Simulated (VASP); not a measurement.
Wanted: the native input for a VASP 6.6.1 run.

| Quantity | Value |
| --- | --- |
| Task | single point |
| Functional | PBE |
| Potentials or basis | VASP PAW PBE potentials, release 64 (Cd, Se) |
| Cutoff | 520 eV |
| k mesh | 8 × 8 × 8 |
| Occupations | fermi-dirac, width 0.02 eV |
| Spin | no spin polarisation |
| Dipole correction | no |
| Further INCAR settings | ALGO = Normal; EDIFF = 1e-07; NBANDS = 16 |

The structure of CdSe lies in POSCAR:

```
CdSe
1.0
    0.0000000000      3.0441590513      3.0441590513
    3.0441590513      0.0000000000      3.0441590513
    3.0441590513      3.0441590513      0.0000000000
Cd Se
1 1
Direct
    0.0000000000      0.0000000000      0.0000000000
    0.2500000000      0.2500000000      0.2500000000
```

This cell differs from its parent crystal: strain -0.8%.

These files were run (other wordings do the same):

INCAR

```
SYSTEM = CdSe
PREC     = Accurate       ! precision mode
ENCUT    = 520            ! plane-wave cutoff, eV
EDIFF    = 1E-7           ! SCF threshold, eV
ISMEAR   = -1             ! smearing method
SIGMA    = 0.02           ! smearing width, eV
LREAL    = .False.        ! projectors in reciprocal space
LASPH    = .True.         ! aspherical terms in the spheres
NELM     = 60             ! most SCF steps
ALGO     = Normal         ! electronic algorithm
ISIF     = 2              ! what is computed and relaxed
LWAVE    = .False.        ! write WAVECAR
LCHARG   = .True.         ! write CHGCAR
GGA      = PE             ! functional
LELF     = .True.         ! ELF
LVHAR    = .True.       
NBANDS   = 16             ! bands
```

KPOINTS

```
regular mesh
0
Gamma
  8 8 8
  0 0 0
```

Potentials or basis: VASP PAW PBE potentials, release 64 (Cd, Se).

Command:

```console
$ cat potpaw_PBE.64/Cd/POTCAR potpaw_PBE.64/Se/POTCAR > POTCAR
$ mpirun -np 1 vasp_std > vasp.out
```

Results of the run:

- Pressure: 3.0 GPa
- Band gap on the k mesh: 0.60 eV, direct

Caveat: the cell differs from its parent crystal (strain -0.8%).

Run time: 11 s on 1 thread of Intel(R) Xeon(R) Platinum 8559C (Emerald Rapids), with other jobs on the host, peak memory 0.19 GiB.
